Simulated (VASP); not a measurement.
Write the native input for VASP 6.6.1 that does the following.

| Property | Result |
| --- | --- |
| Task | relaxation of cell and atoms |
| Functional | revPBE |
| Dispersion | D3(BJ) |
| Potentials or basis | VASP PAW PBE potentials, release 64 (K_sv) |
| Cutoff | 600 eV |
| k mesh | 7 × 7 × 7 |
| Occupations | fermi-dirac, width 0.05 eV |
| Spin | no spin polarisation |
| Dipole correction | no |
| Further INCAR settings | ALGO = Normal; EDIFF = 1e-06; IBRION = 2; EDIFFG = -0.005; NSW = 80; ISIF = 3 |

The structure of K lies in POSCAR:

```
K
1.0
   -2.6975585167      2.6975585167      2.6975585167
    2.6975585167     -2.6975585167      2.6975585167
    2.6975585167      2.6975585167     -2.6975585167
K
1
Direct
    0.0000000000      0.0000000000      0.0000000000
```

One way to write it, as run:

INCAR

```
SYSTEM = K
  PREC = Accurate
  ENCUT = 600
  EDIFF = 1E-6
  ISMEAR = -1
  SIGMA = 0.05
  LREAL = .False.
  LASPH = .True.
  NELM = 100
  ALGO = Normal
  ISIF = 3
  LWAVE = .False.
  LCHARG = .False.
  GGA = RE
  IVDW = 12
  IBRION = 2
  NSW = 80
  EDIFFG = -0.005
```

KPOINTS

```
regular mesh
0
Gamma
  7 7 7
  0 0 0
```

Potentials or basis: VASP PAW PBE potentials, release 64 (K_sv).

Run with:

```sh
$ cat potpaw_PBE.64/K_sv/POTCAR > POTCAR
$ mpirun -np 1 vasp_std > vasp.out
```

It gave:

| Item | Value |
| --- | --- |
| Relaxed volume | 70.83 Å³/atom |
| Relaxed cell | a = 4.515 Å, b = 4.515 Å, c = 4.515 Å, α = 109.47°, β = 109.47°, γ = 109.47° |
| Space group after relaxing (to 0.1 Å) | Im-3m (No. 229) |
| Energy gained by relaxing | 8.7 meV/atom |
| Ionic steps | 6 |
| Pressure after relaxing | 0.0 GPa |
| Band gap on the k mesh | zero (an odd number of electrons rules out a gap without spin polarisation) |
| Dispersion energy per atom | -0.208 eV |

Caveat: the PAW data sets were made with another functional, which shifts forces and pressure a little.

It took 110 s on 1 thread of Intel Xeon 8259CL, with other jobs on the host, peak memory 0.25 GiB.
